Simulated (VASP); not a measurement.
# BN (P3m1) in VASP: single point with r2SCAN

Aim: the single point of BN with r2SCAN.

All numbers are computed with VASP 6.6.1; they aren't measurements. Logs are shortened: lines on timing, memory, paths and dates and some standing lists are left out, and cuts for length are marked.

## 1. The cell of the first run

Symmetry: P3m1, No. 156, trigonal system. Conventional cell: a = 2.544 Å, b = 2.544 Å, c = 4.208 Å, α = 90.00°, β = 90.00°, γ = 120.00°. Within 2.1 Å of B (site symmetry 3m) lie 4 N at 1.56 to 1.64 Å. B (site symmetry 3m) has 4 N at 1.51 to 1.56 Å within 2.0 Å. N (site symmetry 3m) has 4 B at 1.56 to 1.64 Å within 2.1 Å. N (site symmetry 3m) has 4 B at 1.51 to 1.56 Å within 2.0 Å.

## 2. Single point, r2SCAN (atoms displaced along a vibrational mode)

POSCAR reads:

```
BN
1.0
    2.5439665234      0.0000000000      0.0000000000
   -1.2719832617      2.2031396356      0.0000000000
    0.0000000000      0.0000000000      4.2077449346
B N
2 2
Direct
    0.6666666667      0.3333333333      1.0059659303
    0.3333333333      0.6666666667      0.4936332515
    0.6666666667      0.3333333333      0.6162882719
    0.3333333333      0.6666666667      0.1341125463
```

INCAR.step1 reads:

```
PREC = Accurate
ENCUT = 520
ISMEAR = 0
SIGMA = 0.05
LREAL = F
LASPH = T
NELM = 80
NBANDS = 16
GGA = PE
ALGO = Normal
EDIFF = 1E-4
LWAVE = T
LCHARG = F
```

INCAR.step2 reads:

```
PREC = Accurate
ENCUT = 520
EDIFF = 1E-6
ISMEAR = 0
SIGMA = 0.05
LREAL = F
LASPH = T
NELM = 80
ALGO = Normal
ISIF = 2
LWAVE = F
LCHARG = F
METAGGA = R2SCAN
LMIXTAU = T
NBANDS = 16
ISTART = 1
```

KPOINTS reads:

```
Automatic mesh
0
Gamma
  12 12 6
```

Potentials or basis: VASP PAW PBE potentials, release 64 (B, N).

On the command line:

```sh
> cat potpaw_PBE.64/B/POTCAR potpaw_PBE.64/N/POTCAR > POTCAR
> cp INCAR.step1 INCAR
> mpirun -np 1 vasp_std > vasp.out
> cp INCAR.step2 INCAR
> mpirun -np 1 vasp_std > vasp.out
```

OUTCAR:

```text
PREC = Accurate
   ENCUT = 520
   EDIFF = 1E-6
   ISMEAR = 0
   LREAL = F
   LASPH = T
   NELM = 80
   ISIF = 2
   METAGGA = R2SCAN
   ISTART = 1

 ion  position               nearest neighbor table
   1  0.667  0.333  0.006-   4 1.56   4 1.56   4 1.56   3 1.64
   2  0.333  0.667  0.494-   4 1.51   3 1.56   3 1.56   3 1.56
   3  0.667  0.333  0.616-   2 1.56   2 1.56   2 1.56   1 1.64
   4  0.333  0.667  0.134-   2 1.51   1 1.56   1 1.56   1 1.56

  LATTYP: Found a hexagonal cell.
 ALAT       =     2.5439665234
 C/A-ratio  =     1.6540095539

  Lattice vectors:

 A1 = (   2.5439665234,   0.0000000000,   0.0000000000)
 A2 = (  -1.2719832617,   2.2031396356,   0.0000000000)
 A3 = (   0.0000000000,   0.0000000000,   4.2077449346)

Analysis of symmetry for initial positions (statically):
=====================================================================
 Subroutine PRICEL returns:
 Original cell was already a primitive cell.

 Routine SETGRP: Setting up the symmetry group for a
 hexagonal supercell.

 Subroutine GETGRP returns: Found  6 space group operations
 (whereof  6 operations were pure point group operations)
 out of a pool of 24 trial point group operations.

The static configuration has the point symmetry C_3v.

Analysis of symmetry for dynamics (positions and initial velocities):
=====================================================================
 Subroutine PRICEL returns:
 Original cell was already a primitive cell.

 Routine SETGRP: Setting up the symmetry group for a
 hexagonal supercell.

 Subroutine GETGRP returns: Found  6 space group operations
 (whereof  6 operations were pure point group operations)
 out of a pool of 24 trial point group operations.

The dynamic configuration has the point symmetry C_3v.

 Subroutine INISYM returns: Found  6 space group operations
 (whereof  6 operations are pure point group operations),
 and found     1 'primitive' translations

----------------------------------------------------------------------------------------

                                     Primitive cell

  volume of cell :      23.5832

  direct lattice vectors                    reciprocal lattice vectors
     2.543966523  0.000000000  0.000000000     0.393086934  0.226948847  0.000000000
    -1.271983262  2.203139636  0.000000000     0.000000000  0.453897694  0.000000000
     0.000000000  0.000000000  4.207744935     0.000000000  0.000000000  0.237656991

  length of vectors
     2.543966523  2.543966523  4.207744935     0.453897694  0.453897694  0.237656991

  position of ions in fractional coordinates (direct lattice)
     0.666666667  0.333333333  0.005965930
     0.333333333  0.666666667  0.493633252
     0.666666667  0.333333333  0.616288272
     0.333333333  0.666666667  0.134112546

  ion indices of the primitive-cell ions
   primitive index   ion index
                 1           1
                 2           2
                 3           3
                 4           4

----------------------------------------------------------------------------------------

 KPOINTS: Automatic mesh

Automatic generation of k-mesh.
 Grid dimensions read from file:
 generate k-points for:   12   12    6

 Generating k-lattice:

  Cartesian coordinates                     Fractional coordinates (reciprocal lattice)
     0.032757244  0.018912404  0.000000000     0.083333333 -0.000000000  0.000000000
     0.000000000  0.037824808  0.000000000     0.000000000  0.083333333  0.000000000
     0.000000000  0.000000000  0.039609498     0.000000000  0.000000000  0.166666667

  Length of vectors
     0.037824808  0.037824808  0.039609498

  Shift w.r.t. Gamma in fractional coordinates (k-lattice)
     0.000000000  0.000000000  0.000000000

 Subroutine IBZKPT returns following result:
 ===========================================

 Found    100 irreducible k-points:

 Following reciprocal coordinates:
            Coordinates               Weight
  0.000000  0.000000  0.000000      1.000000
  0.083333  0.000000  0.000000      6.000000
  0.166667  0.000000  0.000000      6.000000
  0.250000  0.000000  0.000000      6.000000
  0.333333 -0.000000  0.000000      6.000000
  0.416667  0.000000  0.000000      6.000000
[... 16 lines left out ...]
  0.166667  0.000000  0.166667      6.000000
  0.000000  0.166667  0.166667      6.000000
 [... further k-points ...]
   k-points           NKPTS =    100   k-points in BZ     NKDIM =    100   number of bands    NBANDS=     16
   number of dos      NEDOS =    301   number of ions     NIONS =      4
   total plane-waves  NPLWV =  12800
   dimension x,y,z NGX =    20 NGY =   20 NGZ =   32
   dimension x,y,z NGXF=    40 NGYF=   40 NGZF=   64
   ions per type =               2   2
   NGX,Y,Z   is equivalent  to a cutoff of  13.07, 13.07, 12.64 a.u.
   NGXF,Y,Z  is equivalent  to a cutoff of  26.14, 26.14, 25.29 a.u.
 SYSTEM =  unknown system
   PREC   = accura    normal or accurate (medium, high low for compatibility)
   ISTART =      1    job   : 0-new  1-cont  2-samecut
   ICHARG =      0    charge: 1-file 2-atom 10-const
   ISPIN  =      1    spin polarized calculation?
   LNONCOLLINEAR =      F non collinear calculations
   LSORBIT =      F    spin-orbit coupling
   LASPH  =      T    aspherical Exc in radial PAW
   ENCUT  =  520.0 eV  38.22 Ry    6.18 a.u.   4.73  4.73  7.82*2*pi/ulx,y,z
   NELM   =     80;   NELMIN=  2; NELMDL=  0     # of ELM steps
   EDIFF  = 0.1E-05   stopping-criterion for ELM
   LREAL  =      F    real-space projection
   EDIFFG = 0.1E-04   stopping-criterion for IOM
   NSW    =      0    number of steps for IOM
   IBRION =     -1    ionic relax: 0-MD 1-quasi-New 2-CG
   NFREE  =      0    steps in history (QN), initial steepest desc. (CG)
   ISIF   =      2    stress and relaxation
   ISYM   =      2    0-nonsym 1-usesym 2-fastsym
   POTIM  = 0.5000    time-step for ionic-motion
   TEBEG  =    0.0;   TEEND  =   0.0 temperature during run
   PSTRESS=    0.0 pullay stress
   NELECT =      16.0000    total number of electrons
   NUPDOWN=      -1.0000    fix difference up-down
   EMIN   =  10.00;   EMAX   =-10.00  energy-range for DOS
   EFERMI =   0.00;   METHOD = LEGACY
   ISMEAR =     0;   SIGMA  =   0.05  broadening in eV -4-tet -1-fermi 0-gaus
   EFERMI_NEDOS =   21; number of points for ismear=-14 and -15
   IALGO  =     38    algorithm
   IMIX   =      4    mixing-type and parameters
     AMIX     =   0.40;   BMIX     =  1.00
     AMIX_MAG =   1.60;   BMIX_MAG =  1.00
  volume/ion in A,a.u.               =       5.90        39.79
  Fermi-wavevector in a.u.,A,eV,Ry     =   1.438513  2.718396 28.154815  2.069321
  Thomas-Fermi vector in A             =   2.557472
   LORBIT       =      0    0 simple, 1 ext, 2 COOP (PROOUT), +10 PAW based schemes
   METAGGA = R2SCAN    functional components
   LHFCALC =     F    Hartree Fock is set to
   AEXX    =    0.0000 exact exchange contribution
   IVDW    =     0    specifies the selected vdW correction
   LEPSILON=     F    determine dielectric tensor
   LRPA    =     F    only Hartree local field effects (RPA)
 non-spin polarized calculation
 Gauss-broadening in eV      SIGMA  =   0.05
  energy-cutoff  :      520.00
  volume of cell :       23.58
 maximum number of plane-waves:       652
 NGX is ok and might be reduce to    20
   NGX =  9   NGY =  9   NGZ = 15

 number of electron      16.0000003 magnetization

 Free energy of the ion-electron system (eV)
  ---------------------------------------------------
  ext. energy  EPLUGINS =         0.00000000
  ---------------------------------------------------
  free energy    TOTEN  =       -38.17072112 eV

  energy without entropy =      -38.17072112  energy(sigma->0) =      -38.17072112

 E-fermi :   7.7688     XC(G=0): -13.6426

 val. band max:        7.4425223554   @ k =   0.0000   0.0000   0.0000
 cond. band min:      13.1372797384   @ k =   0.3333   0.3333   0.0000
 fundamental gap:      5.6947573831
 Fermi energy:         7.7687939727

 k-point     1 :       0.0000    0.0000    0.0000
  band No.  band energies     occupation
      1     -14.1116      2.00000
      2      -9.8066      2.00000
      3      -3.9105      2.00000
      4       5.1738      2.00000
      5       5.1738      2.00000
      6       7.1380      2.00000
[... 8 lines left out ...]
     15      20.2178      0.00000
     16      25.0683      0.00000

 k-point     2 :       0.0833    0.0000    0.0000
  band No.  band energies     occupation
      1     -13.9550      2.00000
      2      -9.6871      2.00000
      3      -3.7552      2.00000
      4       4.4438      2.00000
      5       4.8806      2.00000
      6       6.8376      2.00000
[... 8 lines left out ...]
     15      20.6916      0.00000
     16      24.7852      0.00000

 k-point     3 :       0.1667    0.0000    0.0000
  band No.  band energies     occupation
      1     -13.4907      2.00000
      2      -9.3457      2.00000
      3      -3.2957      2.00000
      4       2.7030      2.00000
      5       4.1912      2.00000
      6       5.3481      2.00000
[... 8 lines left out ...]
     15      21.9288      0.00000
     16      23.9194      0.00000

 k-point     4 :       0.2500    0.0000    0.0000
  band No.  band energies     occupation
      1     -12.7381      2.00000
      2      -8.8492      2.00000
      3      -2.5548      2.00000
      4       0.6535      2.00000
      5       3.4178      2.00000
      6       3.4886      2.00000
[... 8 lines left out ...]
     15      23.5378      0.00000
     16      23.9491      0.00000

 k-point     5 :       0.3333   -0.0000    0.0000
  band No.  band energies     occupation
      1     -11.7443      2.00000
      2      -8.3713      2.00000
      3      -1.5992      2.00000
      4      -1.1607      2.00000
      5       1.6365      2.00000
      6       2.7659      2.00000
[... 8 lines left out ...]
     15      24.6201      0.00000
     16      25.1045      0.00000

 k-point     6 :       0.4167    0.0000    0.0000
  band No.  band energies     occupation
      1     -10.6381      2.00000
      2      -8.2622      2.00000
      3      -2.2704      2.00000
      4      -0.6064      2.00000
      5       0.1716      2.00000
      6       2.3422      2.00000
[... 8 lines left out ...]
     15      24.8980      0.00000
     16      26.2383      0.00000

 k-point     7 :       0.5000    0.0000    0.0000
  band No.  band energies     occupation
      1      -9.9529      2.00000
      2      -8.5058      2.00000
      3      -2.4979      2.00000
      4      -0.7347      2.00000
      5       0.2033      2.00000
      6       2.1963      2.00000
[... 8 lines left out ...]
     15      25.2006      0.00000
     16      26.6506      0.00000

 k-point     8 :       0.0833    0.0833    0.0000
  band No.  band energies     occupation
      1     -13.6445      2.00000
      2      -9.4563      2.00000
      3      -3.4477      2.00000
      4       3.3531      2.00000
      5       4.1838      2.00000
      6       5.9601      2.00000
[... 8 lines left out ...]
     15      21.7560      0.00000
     16      24.3094      0.00000

 k-point     9 :       0.1667    0.0833    0.0000
  band No.  band energies     occupation
      1     -13.0353      2.00000
      2      -9.0332      2.00000
      3      -2.8461      2.00000
      4       1.6265      2.00000
      5       3.1099      2.00000
      6       4.5758      2.00000
[... 8 lines left out ...]
     15      23.1681      0.00000
     16      23.9542      0.00000
[... 172 lines left out ...]
 k-point    19 :       0.3333    0.3333    0.0000
  band No.  band energies     occupation
      1      -8.9099      2.00000
      2      -8.4253      2.00000
      3      -2.1473      2.00000
      4      -0.2909      2.00000
      5       0.0164      2.00000
      6       1.4876      2.00000
[... 8 lines left out ...]
     15      23.6704      0.00000
     16      24.1268      0.00000

 k-point    20 :       0.0000    0.0000    0.1667
  band No.  band energies     occupation
      1     -13.9448      2.00000
      2     -10.3606      2.00000
      3      -3.0454      2.00000
      4       5.2914      2.00000
      5       5.2914      2.00000
      6       6.2082      2.00000
[... 8 lines left out ...]
     15      19.8916      0.00000
     16      24.6177      0.00000

 k-point    21 :       0.0833    0.0000    0.1667
  band No.  band energies     occupation
      1     -13.7890      2.00000
      2     -10.2322      2.00000
      3      -2.9054      2.00000
      4       4.5648      2.00000
      5       5.0028      2.00000
      6       6.0316      2.00000
[... 8 lines left out ...]
     15      20.3701      0.00000
     16      24.4529      0.00000

 k-point    22 :       0.0000    0.0833    0.1667
  band No.  band energies     occupation
      1     -13.7890      2.00000
      2     -10.2321      2.00000
      3      -2.9059      2.00000
      4       4.5633      2.00000
      5       5.0045      2.00000
      6       6.0453      2.00000
[... 8 lines left out ...]
     15      20.3597      0.00000
     16      24.4738      0.00000

 k-point    23 :       0.1667    0.0000    0.1667
  band No.  band energies     occupation
      1     -13.3273      2.00000
      2      -9.8620      2.00000
      3      -2.4989      2.00000
      4       2.8422      2.00000
      5       4.3231      2.00000
      6       4.8849      2.00000
[... 8 lines left out ...]
     15      21.6022      0.00000
     16      23.9377      0.00000

 k-point    24 :       0.0000    0.1667    0.1667
  band No.  band energies     occupation
      1     -13.3274      2.00000
      2      -9.8612      2.00000
      3      -2.5043      2.00000
      4       2.8501      2.00000
      5       4.3250      2.00000
      6       4.9160      2.00000
[... 8 lines left out ...]
     15      21.5896      0.00000
     16      24.0597      0.00000

 [... further k-points ...]
[... 5 lines left out ...]
  --------------------------------------------------------------------------------------
  -------------------------------------------------------------------------------------
  Total        0.1912139      0.1912139      0.7195262      0.0000000      0.0000000      0.0000000
  in kB       12.9905379     12.9905379     48.8826083      0.0000000      0.0000000      0.0000000
  external PRESSURE =      24.9545613 kB  Pullay stress =       0.0000000 kB

 VOLUME and BASIS-vectors are now :
 -----------------------------------------------------------------------------
  energy-cutoff  :      520.00
  volume of cell :       23.58
      direct lattice vectors                 reciprocal lattice vectors
     2.543966523  0.000000000  0.000000000     0.393086934  0.226948847  0.000000000
    -1.271983262  2.203139636  0.000000000     0.000000000  0.453897694  0.000000000
     0.000000000  0.000000000  4.207744935     0.000000000  0.000000000  0.237656991

 POSITION                                       TOTAL-FORCE (eV/Angst)
 -----------------------------------------------------------------------------------
      1.27198      0.73438      0.02510        -0.000000      0.000000     -0.843131
     -0.00000      1.46876      2.07708        -0.000000      0.000000      1.179776
      1.27198      0.73438      2.59318         0.000000     -0.000000      1.694833
     -0.00000      1.46876      0.56431         0.000000     -0.000000     -2.031478
 -----------------------------------------------------------------------------------
    total drift:                               -0.000000     -0.000000      0.001315

  FREE ENERGIE OF THE ION-ELECTRON SYSTEM (eV)
  ---------------------------------------------------
  free  energy   TOTEN  =       -38.1707211175 eV

  energy  without entropy=      -38.1707211175  energy(sigma->0) =      -38.17072112
```

Run time: 2.7 min. Hardware: 1 thread of Intel Xeon 8259CL, shared host; peak memory 0.16 GiB.

What came out:

```
Free energy            : -38.1707 eV
Pressure               : 2.5 GPa
Largest force          : 2.031 eV/Å
Band gap on the k mesh : 5.69 eV (least direct gap 8.93 eV)
```

Forces on the atoms (eV/Å):
```
B    0.000  0.000 -0.843
B    0.000  0.000  1.180
N    0.000  0.000  1.695
N    0.000  0.000 -2.031
```

Stress tensor (GPa, compression positive):
```
1.30 0.00 0.00
0.00 1.30 0.00
0.00 0.00 4.89
```

Caveat: the cell differs from its parent crystal (atoms displaced along a vibrational mode); the PAW data sets were made with another functional, which shifts forces and pressure a little. A k mesh can miss the band edges.
